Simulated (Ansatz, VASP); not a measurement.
# Two plane-wave programs on K

INCAR

```
ALGO     = Normal         # electronic algorithm
EDIFF    = 1E-8           # SCF threshold, eV
ENCUT    = 520            # plane-wave cutoff, eV
GGA      = PE             # functional
ISIF     = 2              # what is computed and relaxed
ISMEAR   = -1             # smearing method
LASPH    = T              # aspherical terms in the spheres
LCHARG   = F              # write CHGCAR
LEFG     = T            
LREAL    = F              # projectors in reciprocal space
LWAVE    = F              # write WAVECAR
NBANDS   = 10             # bands
NELM     = 100            # most SCF steps
PREC     = Accurate       # precision mode
SIGMA    = 0.08           # smearing width, eV
```

The input KPOINTS:

```
k-points
0
Gamma
  10 10 10
```

POSCAR

```
K
1.0
   -2.6050073639      2.6050073639      2.6441800000
    2.6050073639     -2.6050073639      2.6441800000
    2.6050073639      2.6050073639     -2.6441800000
K
1
Direct
    0.0000000000      0.0000000000      0.0000000000
```

Input for Ansatz:

```yaml
crystal:
  lattice:
    - [-2.6050073639, 2.6050073639, 2.64418]
    - [2.6050073639, -2.6050073639, 2.64418]
    - [2.6050073639, 2.6050073639, -2.64418]
  atoms:
    - { symbol: K, position: [0.0, 0.0, 0.0] }
kpoints:
  mp_grid: { grid: [10, 10, 10] }
scf:
  occupations: { method: fermi_dirac, width: 0.08 }
hamiltonian:
  xc: pbe
  pseudopotentials: { kind: paw }
output:
  forces: true
  stress: true
  eigenvalues: true
  efg: { contact_densities: true }
  write_density: true
  write_potential: true
  elf: true
  volumetric_format: npy
```

Change from the starting cell: z stretched by +1 % at fixed volume, PAW files.

Alike in both runs: task electric field gradients; functional PBE; k mesh 10 × 10 × 10; occupations fermi-dirac, width 0.08 eV; no spin polarisation.

|  | VASP | Ansatz |
| --- | --- | --- |
| version | VASP 6.6.1 | Ansatz 0.2.0 |
| potentials or method | VASP PAW PBE potentials, release 64 (K_sv) | PAW with Ansatz's default frozen-core files, scalar-relativistic |
| plane-wave cutoff (eV) | 520 | 420 |
| valence electrons in the cell | 9 | 9 |

|  | VASP | Ansatz | Ansatz less VASP |
| --- | --- | --- | --- |
| pressure (GPa) | 0.1 | 0.1 | +0.01 |
